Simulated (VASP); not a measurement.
# LiSi16 (a cell with a defect) in VASP: a series of runs

LiSi16 (a cell with a defect) is run at these levels: PBEsol; tasks: single point.

Program: VASP 6.6.1. These are calculated values, not measurements. Logs are shortened: lines on timing, memory, paths and dates and some standing lists are left out, and cuts for length are marked.

**1. The cell of the first run**

The cell holds a defect, 17 atoms: a = 7.679 Å, b = 7.679 Å, c = 7.679 Å, α = 60.00°, β = 60.00°, γ = 60.00°.

**2. Single point, PBEsol**

INCAR reads:

```
ALGO = Normal ; EDIFF = 1E-6
ENCUT = 520 ; GGA = PS
ISIF = 2 ; ISMEAR = 0
LASPH = True ; LCHARG = False
LREAL = Auto ; LWAVE = False
NBANDS = 48 ; NELECT = 66.0
NELM = 100 ; PREC = Accurate
SIGMA = 0.02
```

KPOINTS reads:

```
k-points
0
Gamma
  2 2 2
```

POSCAR reads:

```
LiSi16
1.0
    0.0000000000      5.4300000000      5.4300000000
    5.4300000000      0.0000000000      5.4300000000
    5.4300000000      5.4300000000      0.0000000000
Si Li
16 1
Direct
    0.0092986188     -0.0274383978      0.0090831492
    0.1196595764      0.1185325046      0.1203739411
   -0.0123582873      0.0039477901      0.5042612339
    0.1196385820      0.1185916206      0.6415647330
   -0.0018831492      0.4951183241     -0.0010654696
    0.1320466851      0.6022835175      0.1329604972
   -0.0019115101      0.4951387661      0.5079969613
    0.1188791897      0.6305627993      0.6253460405
    0.5036447514      0.0043075506     -0.0122355433
    0.6416516575      0.1175776243      0.1204652855
    0.5036008287      0.0041080110      0.5043547882
    0.6158409761      0.1522244015      0.6158877532
    0.5074072744      0.4943984346     -0.0008378453
    0.6243779926      0.6307638122      0.1196266114
    0.4911908840      0.5246525783      0.4921383978
    0.6244242173      0.6305991713      0.6254104052
    0.2777755985      0.1665656538      0.2778883057
```

Potentials or basis: VASP PAW PBE potentials, release 64 (Si, Li_sv).

Launch:

```
> cat potpaw_PBE.64/Si/POTCAR potpaw_PBE.64/Li_sv/POTCAR > POTCAR
> mpirun -np 1 vasp_std > vasp.out
```

OUTCAR:

```text
EDIFF = 1E-6
   ENCUT = 520
   GGA = PS
   ISIF = 2
   ISMEAR = 0
   LASPH = True
   LREAL = Auto
   NELECT = 66.0
   NELM = 100
   PREC = Accurate

 ion  position               nearest neighbor table
   1  0.009  0.973  0.009-   4 2.31  10 2.31   2 2.31   6 2.32
   2  0.120  0.119  0.120-   1 2.31  17 2.33   5 2.36   3 2.41   9 2.41
   3  0.988  0.004  0.504-  12 2.34   8 2.34   2 2.41   4 2.41  17 2.51
   4  0.120  0.119  0.642-   1 2.31  17 2.33   7 2.36   3 2.41  11 2.41
   5  0.998  0.495  0.999-   8 2.34  14 2.34   6 2.36   2 2.36
   6  0.132  0.602  0.133-   1 2.32   7 2.35   5 2.36  13 2.36  17 2.73
   7  0.998  0.495  0.508-   8 2.34  16 2.34   6 2.35   4 2.36
   8  0.119  0.631  0.625-  15 2.34   3 2.34   7 2.34   5 2.34
   9  0.504  0.004  0.988-  12 2.34  14 2.34   2 2.41  10 2.41  17 2.51
  10  0.642  0.118  0.120-   1 2.31  17 2.33  13 2.36  11 2.41   9 2.41
  11  0.504  0.004  0.504-  12 2.34  16 2.34  10 2.41   4 2.41  17 2.50
  12  0.616  0.152  0.616-  15 2.34   3 2.34   9 2.34  11 2.34
  13  0.507  0.494  0.999-  16 2.34  14 2.35   6 2.36  10 2.36
  14  0.624  0.631  0.120-  15 2.34   9 2.34   5 2.34  13 2.35
  15  0.491  0.525  0.492-  12 2.34   8 2.34  16 2.34  14 2.34
  16  0.624  0.631  0.625-  15 2.34  11 2.34   7 2.34  13 2.34
  17  0.278  0.167  0.278-   2 2.33  10 2.33   4 2.33  11 2.50   9 2.51   3 2.51   6 2.73

  LATTYP: Found a face centered cubic cell.
 ALAT       =    10.8600000000

  Lattice vectors:

 A1 = (   0.0000000000,   5.4300000000,   5.4300000000)
 A2 = (   5.4300000000,   0.0000000000,   5.4300000000)
 A3 = (   5.4300000000,   5.4300000000,   0.0000000000)

Analysis of symmetry for initial positions (statically):
=====================================================================
 Subroutine PRICEL returns:
 Original cell was already a primitive cell.

 Routine SETGRP: Setting up the symmetry group for a
 face centered cubic supercell.

 Subroutine GETGRP returns: Found  1 space group operations
 (whereof  1 operations were pure point group operations)
 out of a pool of 48 trial point group operations.

The static configuration has the point symmetry C_1 .

Analysis of symmetry for dynamics (positions and initial velocities):
=====================================================================
 Subroutine PRICEL returns:
 Original cell was already a primitive cell.

 Routine SETGRP: Setting up the symmetry group for a
 face centered cubic supercell.

 Subroutine GETGRP returns: Found  1 space group operations
 (whereof  1 operations were pure point group operations)
 out of a pool of 48 trial point group operations.

The dynamic configuration has the point symmetry C_1 .

 Subroutine INISYM returns: Found  1 space group operations
 (whereof  1 operations are pure point group operations),
 and found     1 'primitive' translations

----------------------------------------------------------------------------------------

                                     Primitive cell

  volume of cell :     320.2060

  direct lattice vectors                    reciprocal lattice vectors
     0.000000000  5.430000000  5.430000000    -0.092081031  0.092081031  0.092081031
     5.430000000  0.000000000  5.430000000     0.092081031 -0.092081031  0.092081031
     5.430000000  5.430000000  0.000000000     0.092081031  0.092081031 -0.092081031

  length of vectors
     7.679179644  7.679179644  7.679179644     0.159489025  0.159489025  0.159489025

  position of ions in fractional coordinates (direct lattice)
     0.009298619  0.972561602  0.009083149
     0.119659576  0.118532505  0.120373941
     0.987641713  0.003947790  0.504261234
     0.119638582  0.118591621  0.641564733
     0.998116851  0.495118324  0.998934530
     0.132046685  0.602283517  0.132960497
[... 9 lines left out ...]
     0.624424217  0.630599171  0.625410405
     0.277775598  0.166565654  0.277888306

  ion indices of the primitive-cell ions
   primitive index   ion index
                 1           1
                 2           2
                 3           3
                 4           4
                 5           5
                 6           6
[... 9 lines left out ...]
                16          16
                17          17

----------------------------------------------------------------------------------------

 KPOINTS: k-points

Automatic generation of k-mesh.
 Grid dimensions read from file:
 generate k-points for:    2    2    2

 Generating k-lattice:

  Cartesian coordinates                     Fractional coordinates (reciprocal lattice)
    -0.046040516  0.046040516  0.046040516     0.500000000  0.000000000  0.000000000
     0.046040516 -0.046040516  0.046040516     0.000000000  0.500000000  0.000000000
     0.046040516  0.046040516 -0.046040516     0.000000000  0.000000000  0.500000000

  Length of vectors
     0.079744512  0.079744512  0.079744512

  Shift w.r.t. Gamma in fractional coordinates (k-lattice)
     0.000000000  0.000000000  0.000000000

 Subroutine IBZKPT returns following result:
 ===========================================

 Found      8 irreducible k-points:

 Following reciprocal coordinates:
            Coordinates               Weight
  0.000000  0.000000  0.000000      1.000000
  0.500000  0.000000  0.000000      1.000000
  0.000000  0.500000  0.000000      1.000000
  0.000000  0.000000  0.500000      1.000000
  0.500000  0.500000  0.500000      1.000000
  0.500000  0.500000  0.000000      1.000000
  0.000000  0.500000  0.500000      1.000000
  0.500000  0.000000  0.500000      1.000000
   k-points           NKPTS =      8   k-points in BZ     NKDIM =      8   number of bands    NBANDS=     48
   number of dos      NEDOS =    301   number of ions     NIONS =     17
   total plane-waves  NPLWV = 216000
   dimension x,y,z NGX =    60 NGY =   60 NGZ =   60
   dimension x,y,z NGXF=   120 NGYF=  120 NGZF=  120
   ions per type =              16   1
   NGX,Y,Z   is equivalent  to a cutoff of  12.99, 12.99, 12.99 a.u.
   NGXF,Y,Z  is equivalent  to a cutoff of  25.98, 25.98, 25.98 a.u.
 SYSTEM =  unknown system
   PREC   = accura    normal or accurate (medium, high low for compatibility)
   ISTART =      0    job   : 0-new  1-cont  2-samecut
   ICHARG =      2    charge: 1-file 2-atom 10-const
   ISPIN  =      1    spin polarized calculation?
[... 15 lines left out ...]
   PSTRESS=    0.0 pullay stress
   NELECT =      66.0000    total number of electrons
   NUPDOWN=      -1.0000    fix difference up-down
   EMIN   =  10.00;   EMAX   =-10.00  energy-range for DOS
   EFERMI =   0.00;   METHOD = LEGACY
   ISMEAR =     0;   SIGMA  =   0.02  broadening in eV -4-tet -1-fermi 0-gaus
   EFERMI_NEDOS =   21; number of points for ismear=-14 and -15
   IALGO  =     38    algorithm
   IMIX   =      4    mixing-type and parameters
     AMIX     =   0.40;   BMIX     =  1.00
     AMIX_MAG =   1.60;   BMIX_MAG =  1.00
  volume/ion in A,a.u.               =      18.84       127.11
  Fermi-wavevector in a.u.,A,eV,Ry     =   0.967044  1.827449 12.723821  0.935174
  Thomas-Fermi vector in A             =   2.096897
   LORBIT       =      0    0 simple, 1 ext, 2 COOP (PROOUT), +10 PAW based schemes
   GGA     = PS    functional components
   LHFCALC =     F    Hartree Fock is set to
   AEXX    =    0.0000 exact exchange contribution
   IVDW    =     0    specifies the selected vdW correction
   LEPSILON=     F    determine dielectric tensor
   LRPA    =     F    only Hartree local field effects (RPA)
 non-spin polarized calculation
 Gauss-broadening in eV      SIGMA  =   0.02
  energy-cutoff  :      520.00
  volume of cell :      320.21
 maximum number of plane-waves:      8646
 NGX is ok and might be reduce to    60
   NGX = 29   NGY = 29   NGZ = 29

 number of electron      66.0000002 magnetization

 Free energy of the ion-electron system (eV)
  ---------------------------------------------------
  ext. energy  EPLUGINS =         0.00000000
  ---------------------------------------------------
  free energy    TOTEN  =       -98.50981839 eV

  energy without entropy =      -98.50981839  energy(sigma->0) =      -98.50981839

 E-fermi :   6.1843     XC(G=0):  -9.5883

 val. band max:        6.0169771940   @ k =   0.0000   0.0000   0.0000
 cond. band min:       6.3854780069   @ k =   0.0000   0.0000   0.0000
 fundamental gap:      0.3685008129
 Fermi energy:         6.1843349260

 k-point     1 :       0.0000    0.0000    0.0000
  band No.  band energies     occupation
      1     -39.6626      2.00000
      2      -5.9825      2.00000
      3      -3.7206      2.00000
      4      -3.6567      2.00000
      5      -3.6563      2.00000
      6      -3.6267      2.00000
[... 37 lines left out ...]
     44       8.2101      0.00000
     45       8.2115      0.00000

 k-point     2 :       0.5000    0.0000    0.0000
  band No.  band energies     occupation
      1     -39.6626      2.00000
      2      -5.2445      2.00000
      3      -5.1364      2.00000
      4      -3.3976      2.00000
      5      -3.3716      2.00000
      6      -3.2945      2.00000
[... 37 lines left out ...]
     44       9.5098      0.00000
     45       9.5711      0.00000

 k-point     3 :       0.0000    0.5000    0.0000
  band No.  band energies     occupation
      1     -39.6626      2.00000
      2      -5.2332      2.00000
      3      -5.1309      2.00000
      4      -3.3891      2.00000
      5      -3.3552      2.00000
      6      -3.3533      2.00000
[... 37 lines left out ...]
     44       9.5513      0.00000
     45       9.5519      0.00000

 k-point     4 :       0.0000    0.0000    0.5000
  band No.  band energies     occupation
      1     -39.6626      2.00000
      2      -5.2407      2.00000
      3      -5.1406      2.00000
      4      -3.3982      2.00000
      5      -3.3709      2.00000
      6      -3.2940      2.00000
[... 37 lines left out ...]
     44       9.5074      0.00000
     45       9.5710      0.00000

 k-point     5 :       0.5000    0.5000    0.5000
  band No.  band energies     occupation
      1     -39.6626      2.00000
      2      -5.2419      2.00000
      3      -5.1394      2.00000
      4      -3.3979      2.00000
      5      -3.3709      2.00000
      6      -3.2943      2.00000
[... 37 lines left out ...]
     44       9.5086      0.00000
     45       9.5717      0.00000

 k-point     6 :       0.5000    0.5000    0.0000
  band No.  band energies     occupation
      1     -39.6626      2.00000
      2      -4.9589      2.00000
      3      -4.8668      2.00000
      4      -3.9901      2.00000
      5      -3.9550      2.00000
      6      -3.9493      2.00000
[... 37 lines left out ...]
     44      10.1603      0.00000
     45      10.2007      0.00000

 k-point     7 :       0.0000    0.5000    0.5000
  band No.  band energies     occupation
      1     -39.6626      2.00000
      2      -4.9597      2.00000
      3      -4.8659      2.00000
      4      -3.9896      2.00000
      5      -3.9548      2.00000
      6      -3.9491      2.00000
[... 37 lines left out ...]
     44      10.1600      0.00000
     45      10.2014      0.00000

 k-point     8 :       0.5000    0.0000    0.5000
  band No.  band energies     occupation
      1     -39.6626      2.00000
      2      -4.9596      2.00000
      3      -4.8661      2.00000
      4      -3.9897      2.00000
      5      -3.9549      2.00000
      6      -3.9489      2.00000
[... 37 lines left out ...]
     44      10.1605      0.00000
     45      10.2009      0.00000
 [bands above 45 left out]

------------------------ aborting loop because EDIFF is reached ----------------------------------------

  FORCE on cell =-STRESS in cart. coord.  units (eV):
  Direction    XX          YY          ZZ          XY          YZ          ZX
  --------------------------------------------------------------------------------------
  -------------------------------------------------------------------------------------
  Total       -4.4264779     -4.4220959     -4.4402952      0.5558744      0.5457816     -0.5607143
  in kB      -22.1482488    -22.1263235    -22.2173850      2.7813635      2.7308633     -2.8055805
  external PRESSURE =     -22.1639858 kB  Pullay stress =       0.0000000 kB

 VOLUME and BASIS-vectors are now :
 -----------------------------------------------------------------------------
  energy-cutoff  :      520.00
  volume of cell :      320.21
      direct lattice vectors                 reciprocal lattice vectors
     0.000000000  5.430000000  5.430000000    -0.092081031  0.092081031  0.092081031
     5.430000000  0.000000000  5.430000000     0.092081031 -0.092081031  0.092081031
     5.430000000  5.430000000  0.000000000     0.092081031  0.092081031 -0.092081031

 POSITION                                       TOTAL-FORCE (eV/Angst)
 -----------------------------------------------------------------------------------
      5.33033      0.09981      5.33150         0.005075      0.004393     -0.007810
      1.29726      1.30338      1.29338        -0.051440      0.031608     -0.040971
      2.75958      8.10103      5.38433        -0.033424      0.034238      0.018803
      4.12765      4.13333      1.29359        -0.038251      0.046222     -0.043039
      8.11271     10.84399      8.10827        -0.022236      0.019642     -0.040519
      3.99237      1.43899      3.98741        -0.005544     -0.002642      0.018478
[... 9 lines left out ...]
      6.82013      6.78660      6.81478        -0.011211      0.020907     -0.022764
      2.41339      3.01725      2.41277         0.417507     -0.418862      0.419708
 -----------------------------------------------------------------------------------
    total drift:                               -0.003054     -0.000522      0.008129

  FREE ENERGIE OF THE ION-ELECTRON SYSTEM (eV)
  ---------------------------------------------------
  free  energy   TOTEN  =       -98.5098183888 eV

  energy  without entropy=      -98.5098183888  energy(sigma->0) =      -98.50981839
```

It took 9.7 min on 1 thread of Intel Xeon Platinum 8488C (Sapphire Rapids), shared host; peak memory 0.48 GiB.

What came out:

```yaml
Free_energy: -98.5098 eV
Largest_force: 0.725 eV/Å
```

Forces in eV/Å, atoms in the order of the input:
```
Si   0.005  0.004 -0.008
Si  -0.051  0.032 -0.041
Si  -0.033  0.034  0.019
Si  -0.038  0.046 -0.043
Si  -0.022  0.020 -0.041
Si  -0.006 -0.003  0.018
Si  -0.020  0.026 -0.038
Si  -0.017  0.020 -0.018
Si   0.011  0.051 -0.044
Si  -0.032  0.025 -0.030
Si  -0.044 -0.006 -0.040
Si  -0.057  0.059 -0.070
Si  -0.029  0.035 -0.018
Si  -0.024  0.013 -0.021
Si  -0.048  0.042 -0.023
Si  -0.011  0.021 -0.023
Li   0.418 -0.419  0.420
```

Levels at points of the mesh, in eV from the Fermi level:
```tsv
k point	band 31	band 32	band 33	band 34	band 35	band 36
(0.00, 0.00, 0.00)	-0.23	-0.17	-0.17	0.20	0.34	0.34
(0.50, 0.00, 0.00)	-1.00	-0.94	-0.90	0.88	1.04	1.18
(0.00, 0.50, 0.00)	-0.98	-0.91	-0.91	0.97	1.00	1.00
(0.00, 0.00, 0.50)	-1.00	-0.94	-0.91	0.88	1.04	1.18
(0.50, 0.50, 0.50)	-1.00	-0.94	-0.91	0.88	1.04	1.18
(0.50, 0.50, 0.00)	-1.57	-1.50	-1.45	0.76	0.86	1.91
(0.00, 0.50, 0.50)	-1.57	-1.50	-1.45	0.76	0.86	1.91
(0.50, 0.00, 0.50)	-1.57	-1.50	-1.45	0.76	0.86	1.91
```

Caveat: the k points lie up to 0.50 Å⁻¹ apart; the cell carries a net charge on a neutralising background, which shifts energy and pressure; the cell is charged against a uniform background, so pressure and absolute levels hang on convention; the cutoff is under 1.25 times the usual one of these potentials, so pressure, stress and relaxed cells hold a basis-set (Pulay) error; the PAW data sets were made with another functional, which shifts forces and pressure a little.

**3. Single point, PBEsol**

INCAR reads:

```
ALGO     = Normal         # electronic algorithm
EDIFF    = 1E-7           # SCF threshold, eV
ENCUT    = 520            # plane-wave cutoff, eV
GGA      = PS             # functional
ISIF     = 2              # what is computed and relaxed
ISMEAR   = 0              # smearing method
LASPH    = T              # aspherical terms in the spheres
LCHARG   = F              # write CHGCAR
LREAL    = Auto         
LWAVE    = F              # write WAVECAR
NBANDS   = 48             # bands
NELECT   = 66.0         
NELM     = 60             # most SCF steps
PREC     = Accurate       # precision mode
SIGMA    = 0.02           # smearing width, eV
```

KPOINTS is that of step 2.

POSCAR reads:

```
LiSi16
1.0
    0.0000000000      5.4300000000      5.4300000000
    5.4300000000      0.0000000000      5.4300000000
    5.4300000000      5.4300000000      0.0000000000
Si Li
16 1
Direct
    0.0089603131     -0.0265870166      0.0087514733
    0.1204222836      0.1215097606      0.1210377532
   -0.0170461326      0.0069746777      0.5050293738
    0.1204446593      0.1215582873      0.6369472376
   -0.0006797422      0.4949626151      0.0001195212
    0.1325417127      0.6009949355      0.1332811234
   -0.0006433702      0.4949667587      0.5056463168
    0.1165590239      0.6304612339      0.6265175875
    0.5042898711      0.0076657459     -0.0169344383
    0.6371402394      0.1210584715      0.1209067219
    0.5043147330      0.0072495396      0.5049837937
    0.6155307551      0.1532451197      0.6154213628
    0.5051095764      0.4946036832      0.0002064457
    0.6256298343      0.6309302026      0.1171731123
    0.4915350829      0.5235389503      0.4924686004
    0.6257224678      0.6306081031      0.6264141805
    0.3465090239     -0.0402762431      0.3467587477
```

Potentials or basis: VASP PAW PBE potentials, release 64 (Si, Li_sv).

Launch:

```
> cat potpaw_PBE.64/Si/POTCAR potpaw_PBE.64/Li_sv/POTCAR > POTCAR
> mpirun -np 1 vasp_std > vasp.out
```

Wall time 8.6 min (1 thread of Intel Xeon Platinum 8488C (Sapphire Rapids), shared host); peak memory 0.47 GiB.

The run converged. Its results:

| Quantity | Value |
| --- | --- |
| Free energy | -98.5064 eV |
| Largest force | 0.734 eV/Å |

Forces in eV/Å, atoms in the order of the input:
```
Si   0.066 -0.061  0.058
Si   0.037  0.003  0.039
Si   0.041 -0.042  0.042
Si  -0.009 -0.037  0.036
Si   0.024 -0.021  0.011
Si   0.027 -0.033  0.048
Si   0.020 -0.023  0.013
Si   0.032 -0.028  0.022
Si   0.031 -0.024  0.042
Si   0.049 -0.052 -0.015
Si   0.032 -0.030  0.052
Si   0.010 -0.010 -0.011
Si   0.019 -0.016  0.026
Si   0.020 -0.038  0.022
Si  -0.015  0.010  0.013
Si   0.040 -0.022  0.020
Li  -0.426  0.425 -0.420
```

Levels at points of the mesh, in eV from the Fermi level:
```tsv
k point	band 31	band 32	band 33	band 34	band 35	band 36
(0.00, 0.00, 0.00)	-0.23	-0.17	-0.16	0.20	0.34	0.34
(0.50, 0.00, 0.00)	-0.99	-0.94	-0.91	0.88	1.04	1.18
(0.00, 0.50, 0.00)	-0.97	-0.90	-0.90	0.97	1.00	1.00
(0.00, 0.00, 0.50)	-1.00	-0.94	-0.90	0.88	1.04	1.18
(0.50, 0.50, 0.50)	-1.00	-0.94	-0.90	0.88	1.04	1.18
(0.50, 0.50, 0.00)	-1.57	-1.49	-1.45	0.76	0.86	1.91
(0.00, 0.50, 0.50)	-1.57	-1.49	-1.45	0.76	0.86	1.91
(0.50, 0.00, 0.50)	-1.57	-1.49	-1.45	0.76	0.86	1.91
```

Caveat: the k points lie up to 0.50 Å⁻¹ apart; the cell carries a net charge on a neutralising background, which shifts energy and pressure; the cell is charged against a uniform background, so pressure and absolute levels hang on convention; the cutoff is under 1.25 times the usual one of these potentials, so pressure, stress and relaxed cells hold a basis-set (Pulay) error; the PAW data sets were made with another functional, which shifts forces and pressure a little.
